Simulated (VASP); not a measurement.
Input of a VASP 6.6.1 run:

Contents of INCAR:

```
SYSTEM = Al2Pt
PREC     = Accurate       ! precision mode
ENCUT    = 520            ! plane-wave cutoff, eV
EDIFF    = 1E-6           ! SCF threshold, eV
ISMEAR   = -1             ! smearing method
SIGMA    = 0.05           ! smearing width, eV
LREAL    = .FALSE.        ! projectors in reciprocal space
LASPH    = .TRUE.         ! aspherical terms in the spheres
NELM     = 80             ! most SCF steps
ALGO     = Normal         ! electronic algorithm
ISIF     = 2              ! what is computed and relaxed
LWAVE    = .FALSE.        ! write WAVECAR
LCHARG   = .FALSE.        ! write CHGCAR
GGA      = PE             ! functional
NBANDS   = 15             ! bands
```

Contents of KPOINTS:

```
regular mesh
0
G
  8 8 8
  0 0 0
```

The input POSCAR:

```
Al2Pt
1.0
    0.0000000000      2.9150626719      2.9150626719
    2.9150626719      0.0000000000      2.9150626719
    2.9150626719      2.9150626719      0.0000000000
Pt Al
1 2
Direct
    0.0000000000      0.0000000000      0.0000000000
    0.7500000000      0.7500000000      0.7500000000
    0.2500000000      0.2500000000      0.2500000000
```

Potentials or basis: VASP PAW PBE potentials, release 64 (Pt, Al).

Run with:

```sh
$ cat potpaw_PBE.64/Pt/POTCAR potpaw_PBE.64/Al/POTCAR > POTCAR
$ mpirun -np 1 vasp_std > vasp.out
```

**Question.** Estimate the pressure.

**Answer.** 8.6 GPa.

**Question.** What does it give for the band gap on the k mesh?

**Answer.** Zero (band 8 reaches 12.24 eV, above the bottom of band 9 at 6.71 eV).

Caveat: spin-orbit coupling is left out, which moves the levels of the heavy elements.
